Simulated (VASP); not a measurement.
# Ca13Mg3O16 in VASP: a series of runs

The runs below take Ca13Mg3O16 through relaxation of volume and atoms at fixed shape, single point, with PBEsol, HSE06.

Program: VASP 6.6.1. These are calculated values, not measurements. Logs are shortened: lines on timing, memory, paths and dates and some standing lists are left out, and cuts for length are marked.

**1. The cell of the first run**

The typed cell holds 64 atoms: a = 9.325 Å, b = 9.325 Å, c = 9.325 Å, α = 90.00°, β = 90.00°, γ = 90.00°.

**2. Relaxation of volume and atoms at fixed shape, PBEsol**

File INCAR:

```
ALGO = Normal
EDIFF = 1E-6
EDIFFG = -0.03
ENCUT = 600
GGA = PS
IBRION = 2
ISIF = 8
ISMEAR = -1
ISYM = 0
LASPH = True
LCHARG = False
LREAL = Auto
LUSENCCL = False
LWAVE = False
NELM = 60
NSW = 100
PREC = Accurate
SIGMA = 0.05
```

File KPOINTS:

```
Automatic mesh
0
Gamma
  1 1 1
  0.25 0.25 0.25
```

File POSCAR:

```
Ca13Mg3O16
1.0
    9.3249850000      0.0000000000      0.0000000000
    0.0000000000      9.3249850000      0.0000000000
    0.0000000000      0.0000000000      9.3249850000
O Ca Mg
32 26 6
Direct
    0.2495830000      0.0016070000      0.0012570000
    0.2502810000      0.9977840000      0.5024430000
    0.2502860000      0.4988370000      0.0043650000
    0.2511970000      0.5003470000      0.4999430000
    0.7498720000      0.0004760000      0.9979660000
    0.7496710000      0.9998400000      0.4994650000
    0.7532190000      0.5017580000      0.9961570000
    0.7487710000      0.4992570000      0.5013160000
    0.9980780000      0.2482770000      0.9995530000
    0.9992360000      0.2533740000      0.5005230000
    0.0010250000      0.7519450000      0.9997520000
    0.9990110000      0.7519180000      0.5006220000
    0.4950810000      0.2469260000      0.0015140000
    0.4974410000      0.2441060000      0.4978910000
    0.5032500000      0.7498900000      0.9961610000
    0.4970610000      0.7498800000      0.5001870000
    0.0018750000      0.0008120000      0.2471780000
    0.0017200000      0.0042060000      0.7476180000
    0.9982950000      0.5006380000      0.2460030000
    0.9988180000      0.4978100000      0.7519750000
    0.4991660000      0.9992380000      0.2499580000
    0.4998780000      0.0004050000      0.7501650000
    0.5018610000      0.5010880000      0.2485520000
    0.5009190000      0.5010980000      0.7516370000
    0.2486050000      0.2495560000      0.2496310000
    0.2504570000      0.2503710000      0.7538980000
    0.2494770000      0.7516880000      0.2501380000
    0.2518490000      0.7506110000      0.7477300000
    0.7502600000      0.2490370000      0.2474750000
    0.7469820000      0.2485010000      0.7513930000
    0.7472330000      0.7483600000      0.2529310000
    0.7504270000      0.7442760000      0.7492040000
    0.0030800000      0.9995350000      0.9981640000
    0.0009670000      0.0007760000      0.4977680000
    0.0002360000      0.4995980000      0.9999910000
    0.5016980000      0.0017740000      0.0012640000
    0.5001910000      0.9990290000      0.4991480000
    0.4976820000      0.5040480000      0.0022020000
    0.4986480000      0.5005400000      0.5003440000
    0.2482210000      0.2529700000      0.9984380000
    0.2492270000      0.7511900000      0.9942110000
    0.2487320000      0.7503760000      0.5000400000
    0.7498110000      0.2589270000      0.9983050000
    0.7507590000      0.2528750000      0.4995590000
    0.7493350000      0.7519060000      0.0010770000
    0.7483520000      0.7486300000      0.4989630000
    0.2495820000      0.9988290000      0.2492330000
    0.2502270000      0.0017660000      0.7531100000
    0.2507960000      0.5034330000      0.2513630000
    0.2471570000      0.5011560000      0.7508790000
    0.7503840000      0.0025650000      0.2511190000
    0.7510260000      0.9978710000      0.7509960000
    0.7518570000      0.5008410000      0.2539500000
    0.0003630000      0.2499330000      0.2516610000
    0.0024900000      0.2479490000      0.7529770000
    0.0041240000      0.7473470000      0.7479310000
    0.4999550000      0.2472470000      0.7479080000
    0.5048190000      0.7505570000      0.2500090000
    0.0005070000      0.4995170000      0.4990990000
    0.2486270000      0.2563970000      0.5017140000
    0.7494800000      0.5000990000      0.7528760000
    0.9983840000      0.7486760000      0.2500420000
    0.5009750000      0.2492750000      0.2502820000
    0.4979650000      0.7488960000      0.7494430000
```

Potentials or basis: VASP PAW PBE potentials, release 64 (O, Ca_sv, Mg).

Run with:

```sh
> cat potpaw_PBE.64/O/POTCAR potpaw_PBE.64/Ca_sv/POTCAR potpaw_PBE.64/Mg/POTCAR > POTCAR
> mpirun -np 1 vasp_std > vasp.out
```

OUTCAR:

```text
EDIFF = 1E-6
   EDIFFG = -0.03
   ENCUT = 600
   GGA = PS
   IBRION = 2
   ISIF = 8
   ISMEAR = -1
   ISYM = 0
   LASPH = True
   LREAL = Auto
   NELM = 60
   NSW = 100
   PREC = Accurate

 ion  position               nearest neighbor table
   1  0.250  0.002  0.001-  33 2.30  47 2.31  48 2.31  41 2.34  40 2.34  36 2.35
   2  0.250  0.998  0.502-  42 2.31  34 2.33  37 2.33  48 2.34  47 2.36  60 2.41
   3  0.250  0.499  0.004-  40 2.29  49 2.30  38 2.31  35 2.33  41 2.36  50 2.36
   4  0.251  0.500  0.500-  60 2.28  39 2.31  49 2.32  42 2.33  59 2.34  50 2.34
   5  0.750  0.000  0.998-  52 2.30  36 2.31  45 2.32  51 2.36  33 2.36  43 2.41
   6  0.750  1.000  0.499-  51 2.32  37 2.33  46 2.34  34 2.34  52 2.35  44 2.36
[... 73 lines left out ...]
  58  0.505  0.751  0.250-  31 2.26  21 2.32  23 2.33  16 2.33  15 2.37  27 2.38
  59  0.001  0.500  0.499-  10 2.30   4 2.34   8 2.35  12 2.35  20 2.36  19 2.36  60 3.24  53 3.26
                            44 3.27  56 3.28  54 3.28  49 3.28  62 3.29  50 3.29  42 3.29  46 3.31
  60  0.249  0.256  0.502-   4 2.28  14 2.32  10 2.33  25 2.35  26 2.35   2 2.41  59 3.24  50 3.26
                            39 3.26  49 3.28  55 3.28  57 3.28  54 3.29  34 3.32  63 3.32  48 3.34
  61  0.749  0.500  0.753-   7 2.27  32 2.28  24 2.32  20 2.33   8 2.35  30 2.35  43 3.21  35 3.28
                            45 3.30  64 3.30  44 3.30  38 3.30  56 3.31  57 3.31  46 3.31  39 3.32
  62  0.998  0.749  0.250-  19 2.31  11 2.33  12 2.34  27 2.34  31 2.34  17 2.35  53 3.26  49 3.28
                            45 3.28  59 3.29  46 3.29  35 3.29  34 3.30  42 3.30  47 3.31  51 3.31
  63  0.501  0.249  0.250-  14 2.31  13 2.32  29 2.32  21 2.33  23 2.35  25 2.35  51 3.27  36 3.27
                            44 3.29  37 3.29  43 3.30  39 3.31  47 3.31  53 3.31  38 3.32  60 3.32
  64  0.498  0.749  0.749-  28 2.30  15 2.30  24 2.31  16 2.32  22 2.35  32 2.35  41 3.25  39 3.28
                            38 3.28  50 3.29  42 3.29  61 3.30  37 3.30  48 3.30  46 3.30  52 3.31

IMPORTANT INFORMATION: All symmetrisations will be switched off!
NOSYMM: (Re-)initialisation of all symmetry stuff for point group C_1.

----------------------------------------------------------------------------------------

                                     Primitive cell

  volume of cell :     810.8573

  direct lattice vectors                    reciprocal lattice vectors
     9.324985000  0.000000000  0.000000000     0.107238778  0.000000000  0.000000000
     0.000000000  9.324985000  0.000000000     0.000000000  0.107238778  0.000000000
     0.000000000  0.000000000  9.324985000     0.000000000  0.000000000  0.107238778

  length of vectors
     9.324985000  9.324985000  9.324985000     0.107238778  0.107238778  0.107238778

  position of ions in fractional coordinates (direct lattice)
     0.249583000  0.001607000  0.001257000
     0.250281000  0.997784000  0.502443000
     0.250286000  0.498837000  0.004365000
     0.251197000  0.500347000  0.499943000
     0.749872000  0.000476000  0.997966000
     0.749671000  0.999840000  0.499465000
[... 56 lines left out ...]
     0.500975000  0.249275000  0.250282000
     0.497965000  0.748896000  0.749443000

  ion indices of the primitive-cell ions
[... 149 lines left out ...]
  energy-cutoff  :      600.00
  volume of cell :      810.86
 maximum number of plane-waves:     27052
 NGX is ok and might be reduce to    80
   NGX = 37   NGY = 37   NGZ = 37

--------------------------------------- Ionic step        1  -------------------------------------------

 number of electron     464.0000033 magnetization

 Free energy of the ion-electron system (eV)
  ---------------------------------------------------
  ext. energy  EPLUGINS =         0.00000000
  ---------------------------------------------------
  free energy    TOTEN  =      -418.59352687 eV

  energy without entropy =     -418.59352687  energy(sigma->0) =     -418.59352687

------------------------ aborting loop because EDIFF is reached ----------------------------------------

  FORCE on cell =-STRESS in cart. coord.  units (eV):
  Direction    XX          YY          ZZ          XY          YZ          ZX
  --------------------------------------------------------------------------------------
  -------------------------------------------------------------------------------------
  Total       14.0867825     14.1881856     13.8667399     -0.3334722     -0.0599250     -0.4178592
  in kB       27.8341501     28.0345132     27.3993669     -0.6589095     -0.1184061     -0.8256503
  external PRESSURE =      27.7560101 kB  Pullay stress =       0.0000000 kB
[... 275 lines left out ...]
  FREE ENERGIE OF THE ION-ELECTRON SYSTEM (eV)
  ---------------------------------------------------
  free  energy   TOTEN  =      -419.7449987112 eV

  energy  without entropy=     -419.7449987111  energy(sigma->0) =     -419.74499871

[... ionic steps 4 to 9 ...]

--------------------------------------- Ionic step       10  -------------------------------------------

 number of electron     464.0000003 magnetization

------------------------ aborting loop because EDIFF is reached ----------------------------------------
[... 191 lines left out ...]
--------------------------------------- Ionic step       12  -------------------------------------------

 number of electron     464.0000005 magnetization

 Free energy of the ion-electron system (eV)
  ---------------------------------------------------
  ext. energy  EPLUGINS =         0.00000000
  ---------------------------------------------------
  free energy    TOTEN  =      -420.25749389 eV

  energy without entropy =     -420.25749389  energy(sigma->0) =     -420.25749389

 E-fermi :   3.5560     XC(G=0): -10.8890

 val. band max:        2.1924948131   @ k =  -0.2500   0.2500   0.2500
 cond. band min:       6.6773811048   @ k =   0.2500   0.2500   0.2500
 fundamental gap:      4.4848862918
 Fermi energy:         3.5559732452

 k-point     1 :       0.2500    0.2500    0.2500
  band No.  band energies     occupation
      1     -35.1161      2.00000
      2     -35.0171      2.00000
      3     -35.0130      2.00000
      4     -35.0077      2.00000
      5     -34.7737      2.00000
      6     -34.7577      2.00000
[... 977 lines left out ...]
    243       7.9541      0.00000
    244       8.0024      0.00000
 [bands above 244 left out]

------------------------ aborting loop because EDIFF is reached ----------------------------------------

  FORCE on cell =-STRESS in cart. coord.  units (eV):
  Direction    XX          YY          ZZ          XY          YZ          ZX
  --------------------------------------------------------------------------------------
  -------------------------------------------------------------------------------------
  Total       -0.4397929     -0.2474811     -0.2897245      0.0442235     -0.2423182      0.0548878
  in kB       -0.8562069     -0.4818065     -0.5640475      0.0860961     -0.4717551      0.1068578
  external PRESSURE =      -0.6340203 kB  Pullay stress =       0.0000000 kB
[... 79 lines left out ...]
  FREE ENERGIE OF THE ION-ELECTRON SYSTEM (eV)
  ---------------------------------------------------
  free  energy   TOTEN  =      -420.2574938923 eV

  energy  without entropy=     -420.2574938923  energy(sigma->0) =     -420.25749389

 reached required accuracy - stopping structural energy minimisation
```

It took 32 min on 1 × NVIDIA H100 80GB with 1 thread of AMD EPYC 7R13 (Zen 3), shared host; peak memory 2.3 GiB.

Results:

| Quantity | Value |
| --- | --- |
| Free energy | -420.2575 eV |
| Relaxed volume | 12.86 Å³/atom |
| Relaxed cell | a = 9.371 Å, b = 9.371 Å, c = 9.371 Å, α = 90.00°, β = 90.00°, γ = 90.00° |
| Space group after relaxing (to 0.1 Å) | C2 (No. 5) |
| Energy gained by relaxing | 26.0 meV/atom |
| Ionic steps | 12 |
| Pressure after relaxing | -0.1 GPa |
| Largest force after relaxing | 0.019 eV/Å |
| Band gap on the k mesh | 4.48 eV (least direct gap 4.49 eV) |

Forces on the atoms (eV/Å):
```
O    0.002 -0.004  0.003
O   -0.004 -0.001  0.005
O   -0.002 -0.003 -0.006
O    0.006  0.000  0.004
O   -0.007 -0.004  0.005
O    0.003  0.006  0.005
O    0.004  0.005  0.013
O   -0.006 -0.001 -0.001
O    0.001 -0.006  0.000
O    0.003  0.002 -0.011
O   -0.005 -0.009 -0.006
O    0.003  0.005  0.002
O   -0.009 -0.002 -0.014
O    0.008  0.007 -0.003
O    0.003  0.007  0.000
O   -0.005  0.004  0.016
O   -0.003  0.003  0.006
O   -0.001 -0.003  0.005
O   -0.004  0.003  0.001
O   -0.001  0.012 -0.002
O   -0.001  0.003 -0.007
O    0.004  0.008  0.009
O    0.002 -0.018 -0.006
O   -0.005  0.004 -0.009
O    0.000 -0.004 -0.005
O    0.007 -0.001 -0.001
O   -0.013  0.003 -0.002
O   -0.011  0.004  0.000
O    0.009  0.000 -0.002
O   -0.002  0.009 -0.004
O    0.008  0.005 -0.006
O    0.003  0.001  0.010
Ca  -0.003 -0.013  0.003
Ca   0.006  0.001 -0.006
Ca  -0.004 -0.004  0.000
Ca   0.005  0.001 -0.006
Ca   0.003  0.010  0.000
Ca   0.007 -0.006 -0.015
Ca  -0.002 -0.005 -0.001
Ca   0.007 -0.010  0.005
Ca  -0.002  0.003 -0.005
Ca  -0.007  0.014 -0.006
Ca  -0.010 -0.001  0.000
Ca   0.003  0.000 -0.007
Ca  -0.003  0.001 -0.006
Ca  -0.001  0.011  0.006
Ca  -0.005  0.001  0.004
Ca   0.005 -0.005  0.009
Ca  -0.002 -0.009  0.001
Ca   0.002  0.003 -0.006
Ca  -0.004  0.005 -0.001
Ca  -0.011  0.002  0.013
Ca   0.005 -0.006 -0.002
Ca   0.011 -0.005  0.004
Ca   0.001 -0.012  0.014
Ca  -0.011 -0.001  0.005
Ca   0.005 -0.001  0.005
Ca  -0.003  0.006 -0.006
Mg   0.006  0.000 -0.006
Mg  -0.001 -0.003  0.002
Mg   0.003 -0.004 -0.002
Mg   0.003 -0.003  0.001
Mg  -0.006 -0.002  0.002
Mg   0.015 -0.002  0.000
```

The path:
```
step  energy change (eV)  largest force (eV/Å)  pressure (GPa)  volume (Å³)
   1              0.0000                1.4135            2.78       810.86
   2             -1.1117                0.6242           -1.69       836.89
   3             -1.1515                0.4782           -2.56       842.81
   4             -1.5679                0.2693           -0.34       825.02
   5             -1.5946                0.2490            0.48       819.20
   6             -1.6428                0.1214            0.11       821.60
   7             -1.6465                0.1261           -0.02       822.45
   8             -1.6569                0.0700           -0.03       822.63
   9             -1.6597                0.0631           -0.04       822.78
  10             -1.6626                0.0380            0.03       822.33
  11             -1.6630                0.0348            0.07       822.07
  12             -1.6640                0.0193           -0.06       822.96
```

Final structure:
```
O Ca Mg
1.0
     9.37116    0.00000    0.00000
     0.00000    9.37116    0.00000
     0.00000    0.00000    9.37116
O Ca Mg
32 26 6
Cartesian
  2.3399 0.0177 9.3673
  2.3284 0.0988 4.6861
  2.3289 4.6763 9.3563
  2.2468 4.5951 4.6956
  7.0318 0.0056 9.3565
  7.0413 0.0167 4.6971
  7.0414 4.6862 9.2703
  7.1232 4.6774 4.7784
  0.0129 2.3607 0.0315
  0.0907 2.4433 4.6668
  0.0020 7.0162 0.0809
  0.0107 6.9324 4.5999
  4.6728 2.3506 0.0863
  4.5898 2.3616 4.6012
  4.6841 7.0264 9.3134
  4.6747 7.0160 4.7355
  9.3700 9.2928 2.3583
  9.3577 9.3425 7.0133
  9.3594 4.7736 2.4387
  9.2784 4.7072 6.9308
  4.6868 0.0596 2.3474
  4.6973 9.2904 7.0225
  4.6965 4.6391 2.3576
  4.7786 4.7721 7.0128
  2.4288 2.3535 2.4421
  2.3656 2.3583 6.9366
  2.2896 7.0276 2.3563
  2.4245 7.0123 7.0128
  6.9475 2.3611 2.3612
  7.0024 2.4346 7.0161
  7.0837 7.0169 2.3461
  6.9410 6.9320 7.0201
  0.0004 9.3548 0.0202
  0.0173 0.0028 4.6682
  9.3529 4.7063 9.3705
  4.6850 0.0033 0.0001
  4.6646 0.0193 4.6832
  4.7044 4.6906 9.3548
  4.6854 4.6753 4.6992
  2.3609 2.3498 0.0245
  2.3429 7.0292 9.3702
  2.3269 7.0021 4.6839
  7.0104 2.3651 0.0013
  7.0286 2.3803 4.6882
  7.0271 7.0107 9.3539
  7.0435 6.9922 4.6971
  2.3444 0.0197 2.3631
  2.3601 0.0019 7.0066
  2.3268 4.6776 2.3799
  2.3399 4.6857 6.9936
  7.0288 0.0039 2.3451
  7.0092 9.3478 7.0236
  7.0437 4.6902 2.3691
  0.0225 2.3754 2.3829
  9.3696 2.3867 6.9868
  9.3479 6.9909 6.9988
  4.6842 2.3706 7.0026
  4.6860 7.0296 2.3448
  9.3689 4.6868 4.6880
  2.3430 2.3816 4.6583
  7.0252 4.7154 6.9958
  9.3699 6.9919 2.3822
  4.6539 2.3540 2.3832
  4.7136 6.9904 7.0206
```

Caveat: the PAW data sets were made with another functional, which shifts forces and pressure a little; a shifted mesh leaves out Γ, where band edges can lie.

(Part 1 of 2 ends here.)
